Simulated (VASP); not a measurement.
Set up this calculation in VASP 6.6.1, as the native input.

| Item | Value |
| --- | --- |
| Task | single point |
| Functional | PBE |
| Potentials or basis | VASP PAW PBE potentials, release 64 (I) |
| Cutoff | 520 eV |
| k mesh | 7 × 7 × 3 |
| Occupations | fermi-dirac, width 0.05 eV |
| Spin | no spin polarisation |
| Dipole correction | no |
| Further INCAR settings | ALGO = Normal; EDIFF = 1e-06; NBANDS = 22 |

The structure of I lies in POSCAR:

```
I
1.0
    4.5279447110     -2.3318457589      0.0000000000
    4.5279447110      2.3318457589      0.0000000000
    0.0000000000      0.0000000000     10.0059499044
I
4
Direct
    0.8427352896      0.1572647104      0.1220149726
    0.6572647104      0.3427352896      0.6220149726
    0.1572647104      0.8427352896      0.8779850274
    0.3427352896      0.6572647104      0.3779850274
```

One way to write it, as run:

INCAR

```
SYSTEM = I
  ALGO = Normal
  EDIFF = 1E-6
  ENCUT = 520
  GGA = PE
  ISIF = 2
  ISMEAR = -1
  LASPH = .TRUE.
  LCHARG = .FALSE.
  LREAL = .FALSE.
  LWAVE = .FALSE.
  NBANDS = 22
  NELM = 80
  PREC = Accurate
  SIGMA = 0.05
```

KPOINTS

```
k-points
0
G
  7 7 3
  0 0 0
```

Potentials or basis: VASP PAW PBE potentials, release 64 (I).

The run is started by

```console
$ cat potpaw_PBE.64/I/POTCAR > POTCAR
$ mpirun -np 1 vasp_std > vasp.out
```

It gave:

```
Pressure               : -0.7 GPa
Largest force          : 0.191 eV/Å
Band gap on the k mesh : 0.94 eV (least direct gap 0.97 eV)
```

Caveat: spin-orbit coupling is left out, which moves the levels of the heavy elements; an odd mesh through Γ misses points on the zone boundary, where band edges can lie.

It took 98 s on 1 thread of AMD EPYC 7R13 Processor (Zen 3), on a shared host, peak memory 0.36 GiB.
